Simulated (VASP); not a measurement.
Write the native input for VASP 6.6.1 that does the following.

| Property | Result |
| --- | --- |
| Task | single point |
| Functional | PBE |
| Potentials or basis | VASP PAW PBE potentials, release 64 (Cu, Sn_d) |
| Cutoff | 520 eV |
| k mesh | 4 × 4 × 4 |
| Occupations | gaussian, width 0.1 eV |
| Spin | no spin polarisation |
| Dipole correction | no |
| Further INCAR settings | ALGO = Normal; EDIFF = 1e-07; NBANDS = 37 |

The structure of Cu4Sn lies in POSCAR:

```
Cu4Sn
1.0
    4.1329371100      0.0000000000      0.0000000000
    0.0000000000      4.1329371100      0.0000000000
    0.0000000000      0.0000000000      4.1329371100
Cu Sn
4 1
Direct
    0.0000000000      0.5000000000      0.5000000000
    0.5000000000      0.5000000000      0.0000000000
    0.5000000000      0.0000000000      0.5000000000
    0.0000000000      0.0000000000      0.0000000000
    0.5000000000      0.5000000000      0.5000000000
```

One way to write it, as run:

INCAR

```
SYSTEM = Cu4Sn
ALGO     = Normal         ! electronic algorithm
EDIFF    = 1E-7           ! SCF threshold, eV
ENCUT    = 520            ! plane-wave cutoff, eV
GGA      = PE             ! functional
ISIF     = 2              ! what is computed and relaxed
ISMEAR   = 0              ! smearing method
LASPH    = .TRUE.         ! aspherical terms in the spheres
LCHARG   = .FALSE.        ! write CHGCAR
LREAL    = .FALSE.        ! projectors in reciprocal space
LWAVE    = .FALSE.        ! write WAVECAR
NBANDS   = 37             ! bands
NELM     = 100            ! most SCF steps
PREC     = Accurate       ! precision mode
SIGMA    = 0.1            ! smearing width, eV
```

KPOINTS

```
k-points
0
G
  4 4 4
  0 0 0
```

Potentials or basis: VASP PAW PBE potentials, release 64 (Cu, Sn_d).

Launch:

```bash
$ cat potpaw_PBE.64/Cu/POTCAR potpaw_PBE.64/Sn_d/POTCAR > POTCAR
$ mpirun -np 1 vasp_std > vasp.out
```

It gave:

* Pressure: 66.1 GPa
* Band gap on the k mesh: zero (band 29 reaches 8.51 eV, above the bottom of band 30 at 7.95 eV)

Caveat: the k points lie up to 0.38 Å⁻¹ apart; spin-orbit coupling is left out, which moves the levels of the heavy elements.

It took 55 s on 1 thread of Intel Xeon 8259CL, on a shared host, peak memory 0.15 GiB.
